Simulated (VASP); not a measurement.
# S (Fd-3m) in VASP: further runs

S is run at these levels: LDA; tasks: single point.

All numbers are computed with VASP 6.6.1; they aren't measurements. Logs are shortened: lines on timing, memory, paths and dates and some standing lists are left out, and cuts for length are marked.

## (1) The cell of the first run

The structure is cubic, space group Fd-3m (No. 227). The conventional cell has a = 5.539 Å, b = 5.539 Å, c = 5.539 Å, α = 90.00°, β = 90.00°, γ = 90.00°. Within 3.2 Å of S (site symmetry -43m) lie 4 S at 2.40 Å.

## (2) Single point, LDA (volume scaled by 0.95)

INCAR reads:

```
SYSTEM = S
PREC = Accurate ; ENCUT = 520
EDIFF = 1E-6 ; ISMEAR = -1
SIGMA = 0.05 ; LREAL = .False.
LASPH = .True. ; NELM = 60
ALGO = Normal ; ISIF = 2
LWAVE = .False. ; LCHARG = .True.
LELF = .True. ; LVHAR = .True.
NBANDS = 13
```

KPOINTS reads:

```
Automatic mesh
0
Gamma
  13 13 13
  0 0 0
```

POSCAR reads:

```
S
1.0
    0.0000000000      2.7693600248      2.7693600248
    2.7693600248      0.0000000000      2.7693600248
    2.7693600248      2.7693600248      0.0000000000
S
2
Direct
   -0.1250000000     -0.1250000000     -0.1250000000
    0.1250000000      0.1250000000      0.1250000000
```

Potentials or basis: VASP PAW LDA potentials, release 64 (S).

Launch:

```sh
cat potpaw_LDA.64/S/POTCAR > POTCAR
mpirun -np 1 vasp_std > vasp.out
```

OUTCAR:

```text
SYSTEM = S
   PREC = Accurate
   ENCUT = 520
   EDIFF = 1E-6
   ISMEAR = -1
   LREAL = .False.
   LASPH = .True.
   NELM = 60
   ISIF = 2

 ion  position               nearest neighbor table
   1  0.875  0.875  0.875-   2 2.40   2 2.40   2 2.40   2 2.40
   2  0.125  0.125  0.125-   1 2.40   1 2.40   1 2.40   1 2.40

  LATTYP: Found a face centered cubic cell.
 ALAT       =     5.5387200496

  Lattice vectors:

 A1 = (   0.0000000000,   2.7693600248,   2.7693600248)
 A2 = (   2.7693600248,   0.0000000000,   2.7693600248)
 A3 = (   2.7693600248,   2.7693600248,   0.0000000000)

Analysis of symmetry for initial positions (statically):
=====================================================================
 Subroutine PRICEL returns:
 Original cell was already a primitive cell.

 Routine SETGRP: Setting up the symmetry group for a
 face centered cubic supercell.

 Subroutine GETGRP returns: Found 48 space group operations
 (whereof 12 operations were pure point group operations)
 out of a pool of 48 trial point group operations.

The static configuration has the point symmetry D_3d.
 The point group associated with its full space group is O_h .

Analysis of symmetry for dynamics (positions and initial velocities):
=====================================================================
 Subroutine PRICEL returns:
 Original cell was already a primitive cell.

 Routine SETGRP: Setting up the symmetry group for a
 face centered cubic supercell.

 Subroutine GETGRP returns: Found 48 space group operations
 (whereof 12 operations were pure point group operations)
 out of a pool of 48 trial point group operations.

The dynamic configuration has the point symmetry D_3d.
 The point group associated with its full space group is O_h .

 Subroutine INISYM returns: Found 48 space group operations
 (whereof 12 operations are pure point group operations),
 and found     1 'primitive' translations

----------------------------------------------------------------------------------------

                                     Primitive cell

  volume of cell :      42.4784

  direct lattice vectors                    reciprocal lattice vectors
     0.000000000  2.769360025  2.769360025    -0.180547128  0.180547128  0.180547128
     2.769360025  0.000000000  2.769360025     0.180547128 -0.180547128  0.180547128
     2.769360025  2.769360025  0.000000000     0.180547128  0.180547128 -0.180547128

  length of vectors
     3.916466506  3.916466506  3.916466506     0.312716800  0.312716800  0.312716800

  position of ions in fractional coordinates (direct lattice)
     0.875000000  0.875000000  0.875000000
     0.125000000  0.125000000  0.125000000

  ion indices of the primitive-cell ions
   primitive index   ion index
                 1           1
                 2           2

----------------------------------------------------------------------------------------

 KPOINTS: Automatic mesh

Automatic generation of k-mesh.
 Grid dimensions read from file:
 generate k-points for:   13   13   13

 Generating k-lattice:

  Cartesian coordinates                     Fractional coordinates (reciprocal lattice)
    -0.013888241  0.013888241  0.013888241     0.076923077  0.000000000  0.000000000
     0.013888241 -0.013888241  0.013888241     0.000000000  0.076923077  0.000000000
     0.013888241  0.013888241 -0.013888241     0.000000000  0.000000000  0.076923077

  Length of vectors
     0.024055138  0.024055138  0.024055138

  Shift w.r.t. Gamma in fractional coordinates (k-lattice)
     0.000000000  0.000000000  0.000000000

 Subroutine IBZKPT returns following result:
 ===========================================

 Found     84 irreducible k-points:

 Following reciprocal coordinates:
            Coordinates               Weight
  0.000000  0.000000  0.000000      1.000000
  0.076923  0.000000  0.000000      8.000000
  0.153846  0.000000  0.000000      8.000000
  0.230769  0.000000  0.000000      8.000000
  0.307692  0.000000  0.000000      8.000000
  0.384615  0.000000  0.000000      8.000000
[... 16 lines left out ...]
  0.384615  0.153846  0.000000     24.000000
  0.461538  0.153846  0.000000     24.000000
 [... further k-points ...]
   k-points           NKPTS =     84   k-points in BZ     NKDIM =     84   number of bands    NBANDS=     13
   number of dos      NEDOS =    301   number of ions     NIONS =      2
   total plane-waves  NPLWV =  27000
   dimension x,y,z NGX =    30 NGY =   30 NGZ =   30
   dimension x,y,z NGXF=    60 NGYF=   60 NGZF=   60
   ions per type =               2
   NGX,Y,Z   is equivalent  to a cutoff of  12.73, 12.73, 12.73 a.u.
   NGXF,Y,Z  is equivalent  to a cutoff of  25.47, 25.47, 25.47 a.u.
 SYSTEM =  S
   PREC   = accura    normal or accurate (medium, high low for compatibility)
   ISTART =      0    job   : 0-new  1-cont  2-samecut
   ICHARG =      2    charge: 1-file 2-atom 10-const
   ISPIN  =      1    spin polarized calculation?
   LNONCOLLINEAR =      F non collinear calculations
   LSORBIT =      F    spin-orbit coupling
   LASPH  =      T    aspherical Exc in radial PAW
   ENCUT  =  520.0 eV  38.22 Ry    6.18 a.u.   7.28  7.28  7.28*2*pi/ulx,y,z
   NELM   =     60;   NELMIN=  2; NELMDL= -5     # of ELM steps
   EDIFF  = 0.1E-05   stopping-criterion for ELM
   LREAL  =      F    real-space projection
[... 7 lines left out ...]
   TEBEG  =    0.0;   TEEND  =   0.0 temperature during run
   PSTRESS=    0.0 pullay stress
   NELECT =      12.0000    total number of electrons
   NUPDOWN=      -1.0000    fix difference up-down
   EMIN   =  10.00;   EMAX   =-10.00  energy-range for DOS
   EFERMI =   0.00;   METHOD = LEGACY
   ISMEAR =    -1;   SIGMA  =   0.05  broadening in eV -4-tet -1-fermi 0-gaus
   EFERMI_NEDOS =   21; number of points for ismear=-14 and -15
   IALGO  =     38    algorithm
   IMIX   =      4    mixing-type and parameters
     AMIX     =   0.40;   BMIX     =  1.00
     AMIX_MAG =   1.60;   BMIX_MAG =  1.00
  volume/ion in A,a.u.               =      21.24       143.33
  Fermi-wavevector in a.u.,A,eV,Ry     =   1.074185  2.029916 15.699407  1.153874
  Thomas-Fermi vector in A             =   2.210006
   LORBIT       =      0    0 simple, 1 ext, 2 COOP (PROOUT), +10 PAW based schemes
   GGA     = CA    functional components
   LHFCALC =     F    Hartree Fock is set to
   AEXX    =    0.0000 exact exchange contribution
   IVDW    =     0    specifies the selected vdW correction
   LEPSILON=     F    determine dielectric tensor
   LRPA    =     F    only Hartree local field effects (RPA)
 non-spin polarized calculation
  energy-cutoff  :      520.00
  volume of cell :       42.48
 maximum number of plane-waves:      1163
 NGX is ok and might be reduce to    30
   NGX = 15   NGY = 15   NGZ = 15

 number of electron      12.0000002 magnetization

 Free energy of the ion-electron system (eV)
  ---------------------------------------------------
  ext. energy  EPLUGINS =         0.00000000
  ---------------------------------------------------
  free energy    TOTEN  =        -7.52352421 eV

  energy without entropy =       -7.50603193  energy(sigma->0) =       -7.51477807

 E-fermi :   4.7222     XC(G=0):  -9.6508

 val. band max:        4.7217767513   @ k =  -0.3846   0.2308   0.0769
 cond. band min:       4.7281123842   @ k =  -0.3077   0.0769   0.0000
 fundamental gap:      0.0063356328
 Fermi energy:         4.7221795395

 k-point     1 :       0.0000    0.0000    0.0000
  band No.  band energies     occupation
      1     -12.0055      2.00000
      2      -3.6952      2.00000
      3       0.3754      2.00000
      4       0.3754      2.00000
      5       0.3754      2.00000
      6       3.5696      2.00000
      7       3.5696      2.00000
      8       3.5696      2.00000
      9      10.0206      0.00000
     10      12.2425      0.00000
     11      12.2425      0.00000
     12      15.1897      0.00000
     13      15.1897      0.00000

 k-point     2 :       0.0769    0.0000    0.0000
  band No.  band energies     occupation
      1     -11.9487      2.00000
      2      -3.9509      2.00000
      3       0.3038      2.00000
      4       0.3038      2.00000
      5       0.4510      2.00000
      6       3.6781      2.00000
      7       3.6781      2.00000
      8       3.6848      2.00000
      9      10.2472      0.00000
     10      12.0630      0.00000
     11      12.0630      0.00000
     12      15.0034      0.00000
     13      15.5830      0.00000

 k-point     3 :       0.1538    0.0000    0.0000
  band No.  band energies     occupation
      1     -11.7817      2.00000
      2      -4.5868      2.00000
      3       0.1268      2.00000
      4       0.1268      2.00000
      5       0.5375      2.00000
      6       3.9519      2.00000
      7       3.9519      2.00000
      8       4.0887      1.99999
      9      10.8167      0.00000
     10      11.7663      0.00000
     11      11.7663      0.00000
     12      14.6734      0.00000
     13      16.4944      0.00000
[... 305 lines left out ...]
 k-point    23 :       0.3846    0.1538    0.0000
  band No.  band energies     occupation
      1     -10.8518      2.00000
      2      -6.7466      2.00000
      3      -1.1712      2.00000
      4      -0.7541      2.00000
      5       1.6639      2.00000
      6       3.9647      2.00000
      7       5.4314      0.00000
      8       6.0738      0.00000
      9      10.7439      0.00000
     10      12.0839      0.00000
     11      13.2768      0.00000
     12      15.3024      0.00000
     13      15.7220      0.00000

 k-point    24 :       0.4615    0.1538    0.0000
  band No.  band energies     occupation
      1     -10.5066      2.00000
      2      -7.3233      2.00000
      3      -1.4326      2.00000
      4      -0.7867      2.00000
      5       1.5787      2.00000
      6       4.4280      1.99445
      7       5.4812      0.00000
      8       6.6004      0.00000
      9      11.1209      0.00000
     10      11.9448      0.00000
     11      13.5739      0.00000
     12      14.6566      0.00000
     13      14.8834      0.00000

 [... further k-points ...]

------------------------ aborting loop because EDIFF is reached ----------------------------------------

  FORCE on cell =-STRESS in cart. coord.  units (eV):
  Direction    XX          YY          ZZ          XY          YZ          ZX
  --------------------------------------------------------------------------------------
  -------------------------------------------------------------------------------------
  Total        0.7728646      0.7728646      0.7728646     -0.0000000      0.0000000      0.0000000
  in kB       29.1504840     29.1504840     29.1504840     -0.0000000      0.0000000      0.0000000
  external PRESSURE =      29.1504840 kB  Pullay stress =       0.0000000 kB

 VOLUME and BASIS-vectors are now :
 -----------------------------------------------------------------------------
  energy-cutoff  :      520.00
  volume of cell :       42.48
      direct lattice vectors                 reciprocal lattice vectors
     0.000000000  2.769360025  2.769360025    -0.180547128  0.180547128  0.180547128
     2.769360025  0.000000000  2.769360025     0.180547128 -0.180547128  0.180547128
     2.769360025  2.769360025  0.000000000     0.180547128  0.180547128 -0.180547128

 POSITION                                       TOTAL-FORCE (eV/Angst)
 -----------------------------------------------------------------------------------
      4.84638      4.84638      4.84638        -0.000000      0.000000      0.000000
      0.69234      0.69234      0.69234         0.000000     -0.000000     -0.000000
 -----------------------------------------------------------------------------------
    total drift:                               -0.000000      0.000000      0.000000

  FREE ENERGIE OF THE ION-ELECTRON SYSTEM (eV)
  ---------------------------------------------------
  free  energy   TOTEN  =        -7.5235242064 eV

  energy  without entropy=       -7.5060319292  energy(sigma->0) =       -7.51477807
```

Wall time 55 s (1 thread of AMD EPYC 7R13, shared host); peak memory 0.13 GiB.

Results:

* Free energy: -7.5235 eV
* Pressure: 2.9 GPa
* Band gap on the k mesh: zero (band 6 reaches 5.18 eV, above the bottom of band 7 at 3.57 eV)

Levels at points of the mesh, in eV from the Fermi level:
```tsv
k point	band 2	band 3	band 4	band 5	band 6	band 7	band 8	band 9	band 10	band 11
(0.00, 0.00, 0.00)	-8.42	-4.35	-4.35	-4.35	-1.15	-1.15	-1.15	5.30	7.52	7.52
```

[end of part 1 of 2]
